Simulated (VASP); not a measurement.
# KCl (Amm2) in VASP: single point with PBE

Aim: the single point of KCl with PBE.

All numbers are computed with VASP 6.6.1; they aren't measurements. Logs are shortened: lines on timing, memory, paths and dates and some standing lists are left out, and cuts for length are marked.

## 1. The cell of the first run

It takes space group Amm2 (No. 38, orthorhombic). Conventional cell: a = 3.634 Å, b = 5.139 Å, c = 5.139 Å, α = 90.00°, β = 90.00°, γ = 90.00°. K (site symmetry mm2) has 8 Cl at 2.99 to 3.31 Å and 6 K at 3.63 Å within 3.9 Å. Within 3.9 Å of Cl (site symmetry mm2) lie 8 K at 2.99 to 3.31 Å and 6 Cl at 3.63 Å.

## 2. Single point, PBE (atom 2 (Cl) moved by [0.141421, 0.141421, 0.0] A)

File INCAR:

```
  ALGO = Normal
  EDIFF = 1E-6
  ENCUT = 520
  GGA = PE
  ISIF = 2
  ISMEAR = -1
  LASPH = T
  LCHARG = F
  LREAL = F
  LWAVE = F
  NBANDS = 15
  NELM = 80
  PREC = Accurate
  SIGMA = 0.01
```

File KPOINTS:

```
k-points
0
Gamma
  7 7 7
```

File POSCAR:

```
KCl
1.0
    3.6340000000      0.0000000000      0.0000000000
    0.0000000000      3.6340000000      0.0000000000
    0.0000000000      0.0000000000      3.6340000000
K Cl
1 1
Direct
    0.0000000000      0.0000000000      0.0000000000
    0.5389160704      0.5389160704      0.5000000000
```

Potentials or basis: VASP PAW PBE potentials, release 64 (K_sv, Cl).

Command:

```
$ cat potpaw_PBE.64/K_sv/POTCAR potpaw_PBE.64/Cl/POTCAR > POTCAR
$ mpirun -np 1 vasp_std > vasp.out
```

OUTCAR:

```text
EDIFF = 1E-6
   ENCUT = 520
   GGA = PE
   ISIF = 2
   ISMEAR = -1
   LASPH = T
   LREAL = F
   NELM = 80
   PREC = Accurate

 ion  position               nearest neighbor table
   1  0.000  0.000  0.000-   2 2.99   2 2.99   2 3.15   2 3.15   2 3.15   2 3.15
   2  0.539  0.539  0.500-   1 2.99   1 2.99   1 3.15   1 3.15   1 3.15   1 3.15

  LATTYP: Found a simple cubic cell.
 ALAT       =     3.6340000000

  Lattice vectors:

 A1 = (   3.6340000000,   0.0000000000,   0.0000000000)
 A2 = (   0.0000000000,   3.6340000000,   0.0000000000)
 A3 = (   0.0000000000,   0.0000000000,   3.6340000000)

Analysis of symmetry for initial positions (statically):
=====================================================================
 Subroutine PRICEL returns:
 Original cell was already a primitive cell.

 Routine SETGRP: Setting up the symmetry group for a
 simple cubic supercell.

 Subroutine GETGRP returns: Found  4 space group operations
 (whereof  4 operations were pure point group operations)
 out of a pool of 48 trial point group operations.

The static configuration has the point symmetry C_2v.

Analysis of symmetry for dynamics (positions and initial velocities):
=====================================================================
 Subroutine PRICEL returns:
 Original cell was already a primitive cell.

 Routine SETGRP: Setting up the symmetry group for a
 simple cubic supercell.

 Subroutine GETGRP returns: Found  4 space group operations
 (whereof  4 operations were pure point group operations)
 out of a pool of 48 trial point group operations.

The dynamic configuration has the point symmetry C_2v.

 Subroutine INISYM returns: Found  4 space group operations
 (whereof  4 operations are pure point group operations),
 and found     1 'primitive' translations

----------------------------------------------------------------------------------------

                                     Primitive cell

  volume of cell :      47.9904

  direct lattice vectors                    reciprocal lattice vectors
     3.634000000  0.000000000  0.000000000     0.275178866  0.000000000  0.000000000
     0.000000000  3.634000000  0.000000000     0.000000000  0.275178866  0.000000000
     0.000000000  0.000000000  3.634000000     0.000000000  0.000000000  0.275178866

  length of vectors
     3.634000000  3.634000000  3.634000000     0.275178866  0.275178866  0.275178866

  position of ions in fractional coordinates (direct lattice)
     0.000000000  0.000000000  0.000000000
     0.538916070  0.538916070  0.500000000

  ion indices of the primitive-cell ions
   primitive index   ion index
                 1           1
                 2           2

----------------------------------------------------------------------------------------

 KPOINTS: k-points

Automatic generation of k-mesh.
 Grid dimensions read from file:
 generate k-points for:    7    7    7

 Generating k-lattice:

  Cartesian coordinates                     Fractional coordinates (reciprocal lattice)
     0.039311267  0.000000000  0.000000000     0.142857143  0.000000000  0.000000000
     0.000000000  0.039311267  0.000000000     0.000000000  0.142857143  0.000000000
     0.000000000  0.000000000  0.039311267     0.000000000  0.000000000  0.142857143

  Length of vectors
     0.039311267  0.039311267  0.039311267

  Shift w.r.t. Gamma in fractional coordinates (k-lattice)
     0.000000000  0.000000000  0.000000000

 Subroutine IBZKPT returns following result:
 ===========================================

 Found     64 irreducible k-points:

 Following reciprocal coordinates:
            Coordinates               Weight
  0.000000  0.000000  0.000000      1.000000
  0.142857  0.000000  0.000000      4.000000
  0.000000  0.000000  0.142857      2.000000
  0.285714  0.000000  0.000000      4.000000
  0.000000  0.000000  0.285714      2.000000
  0.428571  0.000000  0.000000      4.000000
[... 16 lines left out ...]
  0.000000  0.428571  0.285714      8.000000
  0.285714  0.000000  0.428571      8.000000
 [... further k-points ...]
   k-points           NKPTS =     64   k-points in BZ     NKDIM =     64   number of bands    NBANDS=     15
   number of dos      NEDOS =    301   number of ions     NIONS =      2
   total plane-waves  NPLWV =  21952
   dimension x,y,z NGX =    28 NGY =   28 NGZ =   28
   dimension x,y,z NGXF=    56 NGYF=   56 NGZF=   56
   ions per type =               1   1
   NGX,Y,Z   is equivalent  to a cutoff of  12.81, 12.81, 12.81 a.u.
   NGXF,Y,Z  is equivalent  to a cutoff of  25.62, 25.62, 25.62 a.u.
 SYSTEM =  unknown system
   PREC   = accura    normal or accurate (medium, high low for compatibility)
   ISTART =      0    job   : 0-new  1-cont  2-samecut
   ICHARG =      2    charge: 1-file 2-atom 10-const
   ISPIN  =      1    spin polarized calculation?
   LNONCOLLINEAR =      F non collinear calculations
   LSORBIT =      F    spin-orbit coupling
   LASPH  =      T    aspherical Exc in radial PAW
   ENCUT  =  520.0 eV  38.22 Ry    6.18 a.u.   6.76  6.76  6.76*2*pi/ulx,y,z
   NELM   =     80;   NELMIN=  2; NELMDL= -5     # of ELM steps
   EDIFF  = 0.1E-05   stopping-criterion for ELM
   LREAL  =      F    real-space projection
[... 7 lines left out ...]
   TEBEG  =    0.0;   TEEND  =   0.0 temperature during run
   PSTRESS=    0.0 pullay stress
   NELECT =      16.0000    total number of electrons
   NUPDOWN=      -1.0000    fix difference up-down
   EMIN   =  10.00;   EMAX   =-10.00  energy-range for DOS
   EFERMI =   0.00;   METHOD = LEGACY
   ISMEAR =    -1;   SIGMA  =   0.01  broadening in eV -4-tet -1-fermi 0-gaus
   EFERMI_NEDOS =   21; number of points for ismear=-14 and -15
   IALGO  =     38    algorithm
   IMIX   =      4    mixing-type and parameters
     AMIX     =   0.40;   BMIX     =  1.00
     AMIX_MAG =   1.60;   BMIX_MAG =  1.00
  volume/ion in A,a.u.               =      24.00       161.93
  Fermi-wavevector in a.u.,A,eV,Ry     =   1.135176  2.145172 17.532804  1.288625
  Thomas-Fermi vector in A             =   2.271881
   LORBIT       =      0    0 simple, 1 ext, 2 COOP (PROOUT), +10 PAW based schemes
   GGA     = PE    functional components
   LHFCALC =     F    Hartree Fock is set to
   AEXX    =    0.0000 exact exchange contribution
   IVDW    =     0    specifies the selected vdW correction
   LEPSILON=     F    determine dielectric tensor
   LRPA    =     F    only Hartree local field effects (RPA)
 non-spin polarized calculation
  energy-cutoff  :      520.00
  volume of cell :       47.99
 maximum number of plane-waves:      1309
   NGX = 13   NGY = 13   NGZ = 13

 number of electron      16.0000001 magnetization

 Free energy of the ion-electron system (eV)
  ---------------------------------------------------
  ext. energy  EPLUGINS =         0.00000000
  ---------------------------------------------------
  free energy    TOTEN  =        -6.51553299 eV

  energy without entropy =       -6.51553299  energy(sigma->0) =       -6.51553299

 E-fermi :   0.2175     XC(G=0):  -8.8000

 val. band max:        0.0159170651   @ k =   0.0000   0.4286   0.4286
 cond. band min:       5.6364337762   @ k =   0.0000   0.0000   0.0000
 fundamental gap:      5.6205167111
 Fermi energy:         0.2175100830

 k-point     1 :       0.0000    0.0000    0.0000
  band No.  band energies     occupation
      1     -27.7318      2.00000
      2     -12.8725      2.00000
      3     -11.0808      2.00000
      4     -11.0778      2.00000
      5     -11.0663      2.00000
      6      -0.1993      2.00000
      7      -0.1767      2.00000
      8      -0.1750      2.00000
      9       5.6364      0.00000
     10       6.4552      0.00000
     11       6.5298      0.00000
     12      11.1118      0.00000
     13      11.1775      0.00000
     14      11.1935      0.00000
     15      14.0647      0.00000

 k-point     2 :       0.1429    0.0000    0.0000
  band No.  band energies     occupation
      1     -27.7245      2.00000
      2     -12.9141      2.00000
      3     -11.0831      2.00000
      4     -11.0702      2.00000
      5     -11.0222      2.00000
      6      -0.6577      2.00000
      7      -0.1912      2.00000
      8      -0.1890      2.00000
      9       6.1505      0.00000
     10       6.6514      0.00000
     11       7.0535      0.00000
     12      11.0529      0.00000
     13      11.1129      0.00000
     14      11.2728      0.00000
     15      13.3516      0.00000

 k-point     3 :       0.0000    0.0000    0.1429
  band No.  band energies     occupation
      1     -27.7245      2.00000
      2     -12.9166      2.00000
      3     -11.0936      2.00000
      4     -11.0675      2.00000
      5     -11.0114      2.00000
      6      -0.6515      2.00000
      7      -0.2035      2.00000
      8      -0.1827      2.00000
      9       6.1532      0.00000
     10       6.6991      0.00000
     11       6.9885      0.00000
     12      11.0353      0.00000
     13      11.0962      0.00000
     14      11.3222      0.00000
     15      13.1982      0.00000
[... 343 lines left out ...]
 k-point    23 :       0.0000    0.4286    0.2857
  band No.  band energies     occupation
      1     -27.6732      2.00000
      2     -12.8039      2.00000
      3     -11.3275      2.00000
      4     -11.0953      2.00000
      5     -11.0030      2.00000
      6      -1.6478      2.00000
      7      -1.0131      2.00000
      8      -0.0706      2.00000
      9       7.1362      0.00000
     10       7.9672      0.00000
     11       9.5984      0.00000
     12      10.0751      0.00000
     13      10.2773      0.00000
     14      11.3542      0.00000
     15      12.9181      0.00000

 k-point    24 :       0.2857    0.0000    0.4286
  band No.  band energies     occupation
      1     -27.6731      2.00000
      2     -12.8106      2.00000
      3     -11.3148      2.00000
      4     -11.1007      2.00000
      5     -11.0030      2.00000
      6      -1.6478      2.00000
      7      -1.0081      2.00000
      8      -0.0746      2.00000
      9       7.1245      0.00000
     10       7.9555      0.00000
     11       9.6419      0.00000
     12      10.0552      0.00000
     13      10.2507      0.00000
     14      11.3264      0.00000
     15      12.9460      0.00000

 [... further k-points ...]

------------------------ aborting loop because EDIFF is reached ----------------------------------------

  FORCE on cell =-STRESS in cart. coord.  units (eV):
  Direction    XX          YY          ZZ          XY          YZ          ZX
  --------------------------------------------------------------------------------------
  -------------------------------------------------------------------------------------
  Total        1.4798283      1.4798283      1.5376076      0.1540730      0.0000000      0.0000000
  in kB       49.4045723     49.4045723     51.3335545      5.1437811      0.0000000      0.0000000
  external PRESSURE =      50.0475663 kB  Pullay stress =       0.0000000 kB

 VOLUME and BASIS-vectors are now :
 -----------------------------------------------------------------------------
  energy-cutoff  :      520.00
  volume of cell :       47.99
      direct lattice vectors                 reciprocal lattice vectors
     3.634000000  0.000000000  0.000000000     0.275178866  0.000000000  0.000000000
     0.000000000  3.634000000  0.000000000     0.000000000  0.275178866  0.000000000
     0.000000000  0.000000000  3.634000000     0.000000000  0.000000000  0.275178866

 POSITION                                       TOTAL-FORCE (eV/Angst)
 -----------------------------------------------------------------------------------
      0.00000      0.00000      0.00000         0.252653      0.252653      0.000000
      1.95842      1.95842      1.81700        -0.252653     -0.252653      0.000000
 -----------------------------------------------------------------------------------
    total drift:                                0.000148      0.000148     -0.000000

  FREE ENERGIE OF THE ION-ELECTRON SYSTEM (eV)
  ---------------------------------------------------
  free  energy   TOTEN  =        -6.5155329885 eV

  energy  without entropy=       -6.5155329885  energy(sigma->0) =       -6.51553299
```

Run time: 35 s. Hardware: 1 thread of Intel Xeon Platinum 8375C at 2.90GHz (Ice Lake), shared host; peak memory 0.18 GiB.

Results:

* Free energy: -6.5155 eV
* Pressure: 5.0 GPa
* Largest force: 0.357 eV/Å
* Band gap on the k mesh: 5.62 eV, indirect (least direct gap 5.81 eV)

Forces on the atoms (eV/Å):
```
K    0.253  0.253  0.000
Cl  -0.253 -0.253  0.000
```

Levels at points of the mesh, in eV from the valence-band top:
| k point | band 4 | band 5 | band 6 | band 7 | band 8 | band 9 | band 10 | band 11 | band 12 | band 13 |
| --- | --- | --- | --- | --- | --- | --- | --- | --- | --- | --- |
| (0.00, 0.00, 0.00) | -11.09 | -11.08 | -0.22 | -0.19 | -0.19 | 5.62 | 6.44 | 6.51 | 11.10 | 11.16 |

Caveat: the cell differs from its parent crystal (atom 2 (Cl) moved by [0.141421, 0.141421, 0.0] A). A k mesh can miss the band edges.
